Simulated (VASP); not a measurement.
Here is a VASP 6.6.1 calculation.

Contents of POSCAR:

```
Pt
1.0
    0.0000000000      1.9705765473      1.9705765473
    1.9705765473      0.0000000000      1.9705765473
    1.9705765473      1.9705765473      0.0000000000
Pt
1
Direct
    0.0000000000      0.0000000000      0.0000000000
```

File INCAR.step1:

```
SYSTEM = Pt
ALGO = Normal
EDIFF = 1E-4
ENCUT = 520
GGA = PE
ISMEAR = -1
LASPH = .True.
LCHARG = .False.
LREAL = .False.
LWAVE = .True.
NBANDS = 11
NELM = 100
PREC = Accurate
SIGMA = 0.1
```

File INCAR.step2:

```
SYSTEM = Pt
ALGO = Normal
EDIFF = 1E-6
ENCUT = 520
ISIF = 2
ISMEAR = -1
ISTART = 1
LASPH = .True.
LCHARG = .True.
LELF = .True.
LMIXTAU = .True.
LREAL = .False.
LVHAR = .True.
LWAVE = .False.
METAGGA = R2SCAN
NBANDS = 11
NELM = 100
PREC = Accurate
SIGMA = 0.1
```

KPOINTS

```
k-points
0
Gamma
  15 15 15
  0 0 0
```

Potentials or basis: VASP PAW PBE potentials, release 64 (Pt).

Launch:

```sh
$ cat potpaw_PBE.64/Pt/POTCAR > POTCAR
$ cp INCAR.step1 INCAR
$ mpirun -np 1 vasp_std > vasp.out
$ cp INCAR.step2 INCAR
$ mpirun -np 1 vasp_std > vasp.out
```

What does it give for the band gap on the k mesh?

Zero (band 5 reaches 11.20 eV, above the bottom of band 6 at 8.93 eV).

What does it give for the pressure?

0.9 GPa.

Caveat: the PAW data sets were made with another functional, which shifts forces and pressure a little; spin-orbit coupling is left out, which moves the levels of the heavy elements.
